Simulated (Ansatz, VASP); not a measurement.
**Two plane-wave programs on Hg**

```
Hg
1.0
    -2.92975    2.92975    1.57255
     2.92975   -2.92975    1.57255
     2.92975    2.92975   -1.57255
Hg
2
Direct
  0.75000 0.25000 0.50000
  0.00000 0.00000 0.00000
```

Alike in both runs: task single point; functional PBEsol; k mesh 16 × 16 × 16; occupations gaussian, width 0.1 eV; no spin polarisation.

```csv
,VASP,Ansatz
version,VASP 6.6.1,Ansatz 0.2.0
potentials or method,"VASP PAW PBE potentials, release 64 (Hg), cutoff 520 eV","scalar-relativistic, plane waves, PAW"
valence electrons in the cell,24,40
```

|  | VASP | Ansatz | Ansatz less VASP |
| --- | --- | --- | --- |
| gap on the k mesh at the Fermi level (eV) | none | none | - |
| pressure (GPa) | -2.2 | -2.4 | -0.26 |
| traceless stress, the component that is largest in VASP (GPa) | -0.26 | -0.24 | +0.021 |

VASP's potentials were made for PBE, not for PBEsol. A gap of «none» marks a metal or a gap that the smearing closes. VASP's potentials hold 24 valence electrons a cell and Ansatz's 40, so a difference there can come from the potentials and not from the codes.

Spin-orbit coupling is off throughout.
